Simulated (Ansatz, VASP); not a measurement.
**Two plane-wave programs on MoS2**

```
Mo S
1.0
     3.18507    0.00000    0.00000
    -1.59253    2.75835    0.00000
     1.77696    0.00000   14.80800
Mo S
2 4
Direct
  0.66863 0.33727 0.25000
  0.33137 0.66273 0.75000
  0.72354 0.32941 0.64449
  0.27646 0.67059 0.35551
  0.60587 0.32941 0.85551
  0.39413 0.67059 0.14449
```

Change from the starting cell: shear of c along a, cell held, atoms relaxed: +12.0 %.

Alike in both runs: functional PBE; k mesh 12 × 12 × 2; occupations gaussian, width 0.02 eV; no spin polarisation.

Ansatz relaxed the structure, and its values are those at the end. VASP's run is a single point on that final structure, the one shown.

|  | VASP | Ansatz |
| --- | --- | --- |
| version | VASP 6.6.1 | Ansatz 0.2.0 |
| potentials or method | VASP PAW PBE potentials, release 64 (Mo_sv, S), cutoff 520 eV | scalar-relativistic, plane waves, PAW |
| valence electrons in the cell | 52 | 52 |

Ansatz gave:

- gap on the k mesh at the Fermi level (eV): 1.44
- least direct gap on the mesh (eV): 1.67
- pressure (GPa): 0.0
- rms of the force components (eV/Å): 0.001

**Question.** Estimate VASP's values.

**Answer.** gap on the k mesh at the Fermi level (eV): 1.45; least direct gap on the mesh (eV): 1.67; pressure (GPa): -0.1; rms of the force components (eV/Å): 0.005.

Ansatz's warnings: stress scf threshold loose.
